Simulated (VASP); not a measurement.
# Rh (Fm-3m) in VASP: notebook, part 2 of 2

VASP 6.6.1. Earlier steps stand in the parts before.

## Step 4: Single point, LDA (volume scaled by 0.6)

The input, INCAR:

```
SYSTEM = Rh
PREC     = Accurate       ! precision mode
ENCUT    = 520            ! plane-wave cutoff, eV
EDIFF    = 1E-7           ! SCF threshold, eV
ISMEAR   = -1             ! smearing method
SIGMA    = 0.05           ! smearing width, eV
LREAL    = .False.        ! projectors in reciprocal space
LASPH    = .True.         ! aspherical terms in the spheres
NELM     = 60             ! most SCF steps
ALGO     = Normal         ! electronic algorithm
ISIF     = 2              ! what is computed and relaxed
LWAVE    = .False.        ! write WAVECAR
LCHARG   = .True.         ! write CHGCAR
LELF     = .True.         ! ELF
LVHAR    = .True.       
NBANDS   = 14             ! bands
```

The input, KPOINTS:

```
regular mesh
0
Gamma
  17 17 17
  0 0 0
```

The input, POSCAR:

```
Rh
1.0
    0.0000000000      1.5829793114      1.5829793114
    1.5829793114      0.0000000000      1.5829793114
    1.5829793114      1.5829793114      0.0000000000
Rh
1
Direct
    0.0000000000      0.0000000000      0.0000000000
```

Potentials or basis: VASP PAW LDA potentials, release 64 (Rh_pv).

The run is started by

```bash
$ cat potpaw_LDA.64/Rh_pv/POTCAR > POTCAR
$ mpirun -np 1 vasp_std > vasp.out
```

OUTCAR:

```text
SYSTEM = Rh
   PREC = Accurate
   ENCUT = 520
   EDIFF = 1E-7
   ISMEAR = -1
   LREAL = .False.
   LASPH = .True.
   NELM = 60
   ISIF = 2

 ion  position               nearest neighbor table
   1  0.000  0.000  0.000-

  LATTYP: Found a face centered cubic cell.
 ALAT       =     3.1659586228

  Lattice vectors:

 A1 = (   0.0000000000,   1.5829793114,   1.5829793114)
 A2 = (   1.5829793114,   0.0000000000,   1.5829793114)
 A3 = (   1.5829793114,   1.5829793114,   0.0000000000)

Analysis of symmetry for initial positions (statically):
[... 578 lines left out ...]
      8      22.0294      2.00000
      9      23.0526      2.00000
     10      41.3525      0.00000
     11      44.0952      0.00000
     12      44.6013      0.00000
     13      49.4784      0.00000
     14      51.1388      0.00000

 [... further k-points ...]
[... 5 lines left out ...]
  --------------------------------------------------------------------------------------
  -------------------------------------------------------------------------------------
  Total       28.1436659     28.1436659     28.1436659     -0.0000000     -0.0000000      0.0000000
  in kB     5683.7574423   5683.7574423   5683.7574423     -0.0000000     -0.0000000      0.0000000
  external PRESSURE =    5683.7574423 kB  Pullay stress =       0.0000000 kB

 VOLUME and BASIS-vectors are now :
 -----------------------------------------------------------------------------
  energy-cutoff  :      520.00
  volume of cell :        7.93
      direct lattice vectors                 reciprocal lattice vectors
     0.000000000  1.582979311  1.582979311    -0.315860098  0.315860098  0.315860098
     1.582979311  0.000000000  1.582979311     0.315860098 -0.315860098  0.315860098
     1.582979311  1.582979311  0.000000000     0.315860098  0.315860098 -0.315860098

 POSITION                                       TOTAL-FORCE (eV/Angst)
 -----------------------------------------------------------------------------------
      0.00000      0.00000      0.00000         0.000000     -0.000000     -0.000000
 -----------------------------------------------------------------------------------
    total drift:                                0.000000     -0.000000     -0.000000

  FREE ENERGIE OF THE ION-ELECTRON SYSTEM (eV)
  ---------------------------------------------------
  free  energy   TOTEN  =        -2.8984642819 eV

  energy  without entropy=       -2.8950114394  energy(sigma->0) =       -2.89673786
```

It took 11 s on 1 thread of Intel Xeon 6975P-C, shared host; peak memory 0.13 GiB.

Results:

```
Free energy : -2.8985 eV
Pressure    : 568.4 GPa
```

## Step 5: Single point, LDA (volume scaled by 0.68)

The input, INCAR:

```
SYSTEM = Rh
  PREC = Accurate
  ENCUT = 520
  EDIFF = 1E-6
  ISMEAR = -1
  SIGMA = 0.05
  LREAL = .FALSE.
  LASPH = .TRUE.
  NELM = 80
  ALGO = Normal
  ISIF = 2
  LWAVE = .FALSE.
  LCHARG = .FALSE.
  GGA = CA
  NBANDS = 14
```

The input, KPOINTS:

```
Automatic mesh
0
G
  17 17 17
  0 0 0
```

The input, POSCAR:

```
Rh
1.0
    0.0000000000      1.6504199311      1.6504199311
    1.6504199311      0.0000000000      1.6504199311
    1.6504199311      1.6504199311      0.0000000000
Rh
1
Direct
    0.0000000000      0.0000000000      0.0000000000
```

The run is started by

```bash
$ cat potpaw_LDA.64/Rh_pv/POTCAR > POTCAR
$ mpirun -np 1 vasp_std > vasp.out
```

It took 10 s on 1 thread of Intel Xeon 6975P-C, shared host; peak memory 0.13 GiB.

The run converged. Its results:

* Free energy: -5.7579 eV
* Pressure: 320.1 GPa

Levels at points of the mesh, in eV from the Fermi level:
```tsv
k point	band 5	band 6	band 7	band 8	band 9	band 10
(0.00, 0.00, 0.00)	-5.97	-5.97	-5.97	-1.90	-1.90	14.36
```

## Step 6: Single point, LDA (volume scaled by 0.76)

The input, INCAR:

```
ALGO = Normal
EDIFF = 1E-6
ENCUT = 520
GGA = CA
ISIF = 2
ISMEAR = -1
LASPH = T
LCHARG = F
LREAL = F
LWAVE = F
NBANDS = 14
NELM = 60
PREC = Accurate
SIGMA = 0.05
```

The input, KPOINTS:

```
k-points
0
Gamma
  17 17 17
```

The input, POSCAR:

```
Rh
1.0
    0.0000000000      1.7127580586      1.7127580586
    1.7127580586      0.0000000000      1.7127580586
    1.7127580586      1.7127580586      0.0000000000
Rh
1
Direct
    0.0000000000      0.0000000000      0.0000000000
```

Potentials or basis: VASP PAW LDA potentials, release 64 (Rh_pv).

The run is started by

```bash
$ cat potpaw_LDA.64/Rh_pv/POTCAR > POTCAR
$ mpirun -np 1 vasp_std > vasp.out
```

It took 10 s on 1 thread of Intel Xeon 6975P-C, shared host; peak memory 0.13 GiB.

It converged, with:

* Free energy: -7.3523 eV
* Pressure: 174.9 GPa

Levels at points of the mesh, in eV from the Fermi level:
```
           k point  band 4  band 5  band 6  band 7  band 8  band 9  band 10  band 11
(0.00, 0.00, 0.00)  -10.43   -5.05   -5.05   -5.05   -1.60   -1.60    15.04    19.50
```

## Step 7: Overview

```tsv
cell	gap on the mesh (eV)	pressure (GPa)
a = 2.239 Å, angles 60.0°, 1 atom	none	568.4
a = 2.334 Å, angles 60.0°, 1 atom	none	320.1
a = 2.422 Å, angles 60.0°, 1 atom	none	174.9
```

Alike in all rows: task single point; level LDA; potentials or basis VASP PAW LDA potentials, release 64 (Rh_pv); no spin polarisation; k mesh 17 × 17 × 17; cutoff (eV) 520; smearing fermi-dirac 0.05 eV.

Total energies depend on the potentials used, so only differences within one code and one set of settings carry meaning.
